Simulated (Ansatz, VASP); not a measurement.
# One calculation of B5Ru, two programs

```
B Ru
1.0
     4.10385    0.00000    0.00000
    -2.05193    3.55404    0.00000
     0.00000    0.00000    2.99885
B Ru
5 1
Direct
  0.33333 0.66667 0.00000
  0.66667 0.33333 0.00000
  0.50000 0.00000 0.50000
  0.50000 0.50000 0.50000
  0.00000 0.50000 0.50000
  0.00000 0.00000 0.00000
```

Change from the starting cell: species swapped into the EuAg5 type (P6/mmm, No. 191).

Alike in both runs: functional PBE; k mesh 12 × 12 × 12; occupations gaussian, width 0.1 eV; no spin polarisation.

Ansatz relaxed the structure, and its values are those at the end. VASP's run is a single point on that final structure, the one shown.

|  | VASP | Ansatz |
| --- | --- | --- |
| version | VASP 6.6.1 | Ansatz 0.2.0 |
| potentials or method | VASP PAW PBE potentials, release 64 (B, Ru_pv), cutoff 520 eV | scalar-relativistic, plane waves, PAW |
| valence electrons in the cell | 29 | 31 |

```csv
,VASP,Ansatz,Ansatz less VASP
gap on the k mesh at the Fermi level (eV),none,none,-
pressure (GPa),0.0,0.0,-0.01
```

A gap of «none» marks a metal or a gap that the smearing closes. With one functional, cell and mesh, what is left measures potentials, basis and numerics. VASP's potentials hold 29 valence electrons a cell and Ansatz's 31, so a difference there can come from the potentials and not from the codes.
